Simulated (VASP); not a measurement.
GaSn, 2 atoms in the cell. It takes space group Fm-3m (No. 225, cubic). The conventional cell has a = 5.806 Å, b = 5.806 Å, c = 5.806 Å, α = 90.00°, β = 90.00°, γ = 90.00°. Within 3.8 Å of Ga (site symmetry m-3m) lie 6 Sn at 2.90 Å. Within 3.8 Å of Sn (site symmetry m-3m) lie 6 Ga at 2.90 Å. The cell was generated, and may not be a known phase.

| Item | Value |
| --- | --- |
| Program | VASP 6.6.1 |
| Task | single point |
| Functional | PBE |
| Potentials or basis | VASP PAW PBE potentials, release 64 (Ga_d, Sn_d) |
| Cutoff | 520 eV |
| k mesh | 6 × 6 × 6 |
| Occupations | gaussian, width 0.1 eV |
| Spin | no spin polarisation |
| Dipole correction | no |
| Further INCAR settings | ALGO = Fast; EDIFF = 1e-07; NBANDS = 20 |

Potentials or basis: VASP PAW PBE potentials, release 64 (Ga_d, Sn_d).

Command:

```console
$ cat potpaw_PBE.64/Ga_d/POTCAR potpaw_PBE.64/Sn_d/POTCAR > POTCAR
$ mpirun -np 1 vasp_std > vasp.out
```

Hardware: 1 thread of Intel(R) Xeon(R) Platinum 8488C (Sapphire Rapids), with other jobs on the host.

Task: How long does it take, and how much memory?

Result: Run time: 13 s on 1 thread of Intel(R) Xeon(R) Platinum 8488C (Sapphire Rapids) (shared host), peak memory 0.18 GiB. Counts: scf iterations 18, k points 16.
